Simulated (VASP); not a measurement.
## GaBi2Sb3S: single point with PBE

The system is GaBi2Sb3S.

```
Ga Sb Bi S
1.0
     3.14697    1.81690    5.63285
    -3.14697    1.81690    5.63285
     0.00000   -3.63381    5.63285
Ga Sb Bi S
1 3 2 1
Cartesian
  0.0000 0.0000 8.4493
  0.0000 1.8169 5.6328
  -1.5735 -0.9085 5.6328
  1.5735 -0.9085 5.6328
  0.0000 0.0000 14.0191
  0.0000 0.0000 2.8794
  0.0000 0.0000 0.0000
```

```json
{
  "Program": "VASP 6.6.1",
  "Task": "single point",
  "Functional": "PBE",
  "Potentials or basis": "VASP PAW PBE potentials, release 64 (Ga_d, Sb, Bi_d, S)",
  "Cutoff": "500 eV",
  "k mesh": "3 × 3 × 3",
  "Occupations": "gaussian, width 0.15 eV",
  "Spin": "no spin polarisation"
}
```

```json
{
 "Pressure": "0.0 GPa",
 "Largest force": "0.014 eV/Å",
 "Band gap on the k mesh": "zero (band 32 reaches 7.63 eV, above the bottom of band 33 at 6.55 eV)"
}
```

Forces in eV/Å, atoms in the order of the input:
```
Ga   0.000  0.000  0.000
Sb   0.000  0.000  0.000
Sb   0.000  0.000  0.000
Sb   0.000  0.000  0.000
Bi   0.000  0.000 -0.014
Bi   0.000  0.000  0.014
S    0.000  0.000  0.000
```

Stress tensor (GPa, compression positive):
```
 0.17  0.00  0.00
 0.00  0.17  0.00
 0.00  0.00 -0.44
```

Levels at points of the mesh, in eV from the Fermi level:
```
           k point  band 29  band 30  band 31  band 32  band 33  band 34  band 35  band 36
(0.00, 0.00, 0.00)    -2.24    -2.24    -1.14     0.57     0.66     0.66     2.72     2.72
```

Run time: 38 s on 1 thread of AMD EPYC 9R45 (Zen 5), on a shared host, peak memory 0.33 GiB.

Caveat: the k points lie up to 0.40 Å⁻¹ apart; spin-orbit coupling is left out, which moves the levels of the heavy elements.
